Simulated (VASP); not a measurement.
The system is BeTe.

```xyz
2
Lattice="0.0000 2.7700 2.7700 2.7700 0.0000 2.7700 2.7700 2.7700 0.0000" Properties=species:S:1:pos:R:3 pbc="T T T"
Be    0.0000    0.0000    0.0000
Te    4.1550    4.1550    4.1550
```

| Property | Result |
| --- | --- |
| Program | VASP 6.6.1 |
| Task | relaxation of cell and atoms |
| Functional | PBEsol |
| Potentials or basis | VASP PAW PBE potentials, release 64 (Be, Te) |
| Cutoff | 600 eV |
| k mesh | 16 × 16 × 16 |
| Occupations | fermi-dirac, width 0.05 eV |
| Spin | no spin polarisation |

At the start: pressure 2.5 GPa; volume 21.25 Å³/atom.

Task: How do energy, volume and symmetry change on relaxing?

Result: Over 3 steps the energy falls by 6.4 meV/atom and the volume is 22.09 Å³/atom (+4.0 %); space group F-43m (No. 216, to 0.05 Å).

The path:
```
step  energy change (eV)  largest force (eV/Å)  pressure (GPa)  volume (Å³)
   1              0.0000                0.0000            2.53        42.51
   2             -0.0121                0.0000           -0.55        44.61
   3             -0.0129                0.0000            0.00        44.19
```

Final structure:
```
Be Te
1.0
     0.00000    2.80605    2.80605
     2.80605    0.00000    2.80605
     2.80605    2.80605    0.00000
Be Te
1 1
Direct
  0.00000 0.00000 0.00000
  0.75000 0.75000 0.75000
```

Caveat: the PAW data sets were made with another functional, which shifts forces and pressure a little.
